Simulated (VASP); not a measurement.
Set up this calculation in VASP 6.6.1, as the native input.

* Task: relaxation of cell and atoms
* Functional: PBE
* Potentials or basis: VASP PAW PBE potentials, release 64 (Sn_d, Te)
* Cutoff: 600 eV
* k mesh: 6 × 6 × 4
* Occupations: gaussian, width 0.02 eV
* Spin: no spin polarisation
* Dipole correction: no
* Further INCAR settings: ALGO = Normal; EDIFF = 1e-06; IBRION = 2; EDIFFG = -0.01; NSW = 100; ISIF = 3

The structure of SnTe lies in POSCAR:

```
SnTe
1.0
    5.4206968787      0.0000000000      0.0000000000
   -2.7103484394      4.6944612032      0.0000000000
    0.0000000000      0.0000000000      6.5027666946
Sn Te
2 2
Direct
    0.3333333333      0.6666666667      0.9535833433
    0.6666666667      0.3333333333      0.4535833433
    0.3333333333      0.6666666667      0.4314166467
    0.6666666667      0.3333333333      0.9314166467
```

The cell was built from a structure type or drawn by symmetry, and may not be a known phase.

These files were run (other wordings do the same):

INCAR

```
SYSTEM = SnTe
ALGO = Normal
EDIFF = 1E-6
EDIFFG = -0.01
ENCUT = 600
GGA = PE
IBRION = 2
ISIF = 3
ISMEAR = 0
LASPH = .TRUE.
LCHARG = .FALSE.
LREAL = .FALSE.
LWAVE = .FALSE.
NELM = 100
NSW = 100
PREC = Accurate
SIGMA = 0.02
```

KPOINTS

```
k-points
0
G
  6 6 4
  0 0 0
```

Potentials or basis: VASP PAW PBE potentials, release 64 (Sn_d, Te).

Command:

```sh
$ cat potpaw_PBE.64/Sn_d/POTCAR potpaw_PBE.64/Te/POTCAR > POTCAR
$ mpirun -np 1 vasp_std > vasp.out
```

Results of the run:

The relaxed volume is 41.47 Å³/atom. The relaxed cell is a = 5.426 Å, b = 5.426 Å, c = 6.506 Å, α = 90.00°, β = 90.00°, γ = 120.00°, the space group after relaxing (to 0.1 Å) is P6_3mc (No. 186) and the energy gained by relaxing is 0.0 meV/atom. The ionic steps are 2 and the pressure after relaxing is 0.0 GPa. The band gap on the k mesh is 0.62 eV.

Caveat: spin-orbit coupling is left out, which moves the levels of the heavy elements.

Run time: 2.5 min on 1 thread of Intel(R) Xeon(R) Platinum 8259CL CPU @ 2.50GHz (Skylake/Cascade Lake) (shared host), peak memory 0.39 GiB.
